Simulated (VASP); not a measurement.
Crystal: Sb3Se.

```
CELL_PARAMETERS angstrom
4.75097 0.00000 0.00000
0.00000 4.75097 0.00000
0.00000 0.00000 4.75097
ATOMIC_POSITIONS crystal
Sb 0.00000 0.50000 0.50000
Sb 0.50000 0.00000 0.50000
Sb 0.50000 0.50000 0.00000
Se 0.00000 0.00000 0.00000
```

| Item | Value |
| --- | --- |
| Program | VASP 6.6.1 |
| Task | relaxation of cell and atoms |
| Functional | PBE |
| Potentials or basis | VASP PAW PBE potentials, release 64 (Sb, Se) |
| Cutoff | 600 eV |
| k mesh | 10 × 10 × 10 |
| Occupations | gaussian, width 0.1 eV |
| Spin | no spin polarisation |

At the start: pressure -2.3 GPa; volume 26.81 Å³/atom.

Task: How do energy, volume and symmetry change on relaxing?

Result: Over 3 steps the energy falls by 8.5 meV/atom and the volume is 25.69 Å³/atom (-4.2 %); space group Pm-3m (No. 221, to 0.05 Å).

The path:
```
step  energy change (eV)  largest force (eV/Å)  pressure (GPa)  volume (Å³)
   1              0.0000                0.0000           -2.34       107.24
   2             -0.0299                0.0000            0.92       101.28
   3             -0.0341                0.0000            0.01       102.76
```

Final structure:
```yaml
crystal:
  lattice:
    - [4.68386, 0.00000, 0.00000]
    - [0.00000, 4.68386, 0.00000]
    - [0.00000, 0.00000, 4.68386]
  atoms:
    - { symbol: Sb, position: [0.00000, 0.50000, 0.50000] }
    - { symbol: Sb, position: [0.50000, 0.00000, 0.50000] }
    - { symbol: Sb, position: [0.50000, 0.50000, 0.00000] }
    - { symbol: Se, position: [0.00000, 0.00000, 0.00000] }
```
